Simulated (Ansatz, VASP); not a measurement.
## OF3 in VASP and in Ansatz

Contents of INCAR:

```
SYSTEM = OF3
ALGO     = Normal         ! electronic algorithm
EDIFF    = 1E-6           ! SCF threshold, eV
EDIFFG   = -0.04          ! ionic threshold
ENCUT    = 600            ! plane-wave cutoff, eV
GGA      = PE             ! functional
IBRION   = 2              ! ionic algorithm
ISIF     = 3              ! what is computed and relaxed
ISMEAR   = 0              ! smearing method
ISPIN    = 2              ! spin polarisation
IVDW     = 12             ! dispersion correction
LASPH    = .True.         ! aspherical terms in the spheres
LCHARG   = .False.        ! write CHGCAR
LORBIT   = 11             ! projections on sites
LREAL    = .False.        ! projectors in reciprocal space
LWAVE    = .False.        ! write WAVECAR
MAGMOM   = 1 1 1 1        ! initial moments
NELM     = 150            ! most SCF steps
NSW      = 90             ! ionic steps
PREC     = Accurate       ! precision mode
SIGMA    = 0.1            ! smearing width, eV
```

The input KPOINTS:

```
k-points
0
Gamma
  6 6 6
  0 0 0
```

File POSCAR:

```
OF3
1.0
   -2.3787732100      2.3787732100      2.3787732100
    2.3787732100     -2.3787732100      2.3787732100
    2.3787732100      2.3787732100     -2.3787732100
O F
1 3
Direct
    0.0000000000      0.0000000000      0.0000000000
    0.0000000000      0.5000000000      0.5000000000
    0.5000000000      0.0000000000      0.5000000000
    0.5000000000      0.5000000000      0.0000000000
```

Input for Ansatz:

```yaml
crystal:
  lattice:
    - [-2.37877321, 2.37877321, 2.37877321]
    - [2.37877321, -2.37877321, 2.37877321]
    - [2.37877321, 2.37877321, -2.37877321]
  atoms:
    - { symbol: O, position: [0.0, 0.0, 0.0], spin: 1.0 }
    - { symbol: F, position: [0.0, 0.5, 0.5], spin: 1.0 }
    - { symbol: F, position: [0.5, 0.0, 0.5], spin: 1.0 }
    - { symbol: F, position: [0.5, 0.5, 0.0], spin: 1.0 }
basis:
  ecutwfc: 420
kpoints:
  mp_grid: { grid: [6, 6, 6] }
hamiltonian:
  xc: pbe
  dispersion: d3bj
scf:
  occupations: { method: gaussian, width: 0.1 }
  lower_state_search: "off"
output:
  forces: true
  stress: true
  eigenvalues: true
  populations: true
magnetization:
  spin_polarized: true
relax:
  adjacent_minimum: "off"
  f_tol: 0.04
  max_steps: 70
  cell: { stress_tol: 0.4 }
```

Alike in both runs: task relaxation of cell and atoms; functional PBE; dispersion D3(BJ); k mesh 6 × 6 × 6; occupations gaussian, width 0.1 eV; collinear spin.

```csv
,VASP,Ansatz
version,VASP 6.6.1,Ansatz 0.2.0
potentials or method,"VASP PAW PBE potentials, release 64 (O, F), cutoff 600 eV","scalar-relativistic, plane waves, PAW"
valence electrons in the cell,27,27
```

Ansatz gave:

- gap on the k mesh at the Fermi level, each at its own relaxed structure (eV): none
- net moment per atom (μB): 1.25
- size of the moment on the site where the two differ most (μB): 2.16
- relaxed volume (Å³/atom): 11.71
- relaxed cell length with the largest relative difference (Å): 3.933

Problem. Estimate VASP's values.

Solution. gap on the k mesh at the Fermi level, each at its own relaxed structure (eV): none; net moment per atom (μB): 1.25; size of the moment on the site where the two differ most (μB): 1.93; relaxed volume (Å³/atom): 11.53; relaxed cell length with the largest relative difference (Å): 3.913.

Site moments also hang on the region over which each program counts them. A gap of «none» marks a metal or a gap that the smearing closes.
